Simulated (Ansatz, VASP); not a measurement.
**Two plane-wave programs on CdO**

INCAR

```
PREC = Accurate
ENCUT = 700
EDIFF = 1E-6
ISMEAR = 0
SIGMA = 0.05
LREAL = False
LASPH = True
NELM = 120
ALGO = Normal
ISIF = 2
LWAVE = False
LCHARG = True
GGA = PE
IVDW = 13
LELF = True
LVHAR = True
NBANDS = 20
GGA_COMPAT = False
```

File KPOINTS:

```
regular mesh
0
Gamma
  8 8 8
```

File POSCAR:

```
CdO
1.0
    0.0000000000      2.3634451912      2.3634451912
    2.3634451912      0.0000000000      2.3634451912
    2.3634451912      2.3634451912      0.0000000000
Cd O
1 1
Direct
    0.0000000000      0.0000000000      0.0000000000
    0.5000000000      0.5000000000      0.5000000000
```

Input for Ansatz:

```yaml
crystal:
  lattice:
    - [0.0, 2.3634451912, 2.3634451912]
    - [2.3634451912, 0.0, 2.3634451912]
    - [2.3634451912, 2.3634451912, 0.0]
  atoms:
    - { symbol: Cd, position: [0.0, 0.0, 0.0] }
    - { symbol: O, position: [0.5, 0.5, 0.5] }
basis:
  ecutwfc: 420
  ecutrho_ratio: 4
kpoints:
  mp_grid: { grid: [8, 8, 8] }
hamiltonian:
  xc: pbe
  dispersion: d4
scf:
  occupations: { method: gaussian, width: 0.05 }
output:
  forces: true
  stress: true
  eigenvalues: true
```

Alike in both runs: task single point; functional PBE; dispersion D4; k mesh 8 × 8 × 8; occupations gaussian, width 0.05 eV; no spin polarisation.

|  | VASP | Ansatz |
| --- | --- | --- |
| version | VASP 6.6.1 | Ansatz 0.2.0 |
| potentials or method | VASP PAW PBE potentials, release 64 (Cd_sv_GW, O), cutoff 700 eV | scalar-relativistic, plane waves, PAW |
| valence electrons in the cell | 26 | 26 |

Ansatz gave:

```
gap on the k mesh at the Fermi level (eV) : none
pressure (GPa)                            : 0.0
```

Problem. Estimate VASP's values.

Solution. gap on the k mesh at the Fermi level (eV): none; pressure (GPa): -0.2.

A gap of «none» marks a metal or a gap that the smearing closes.
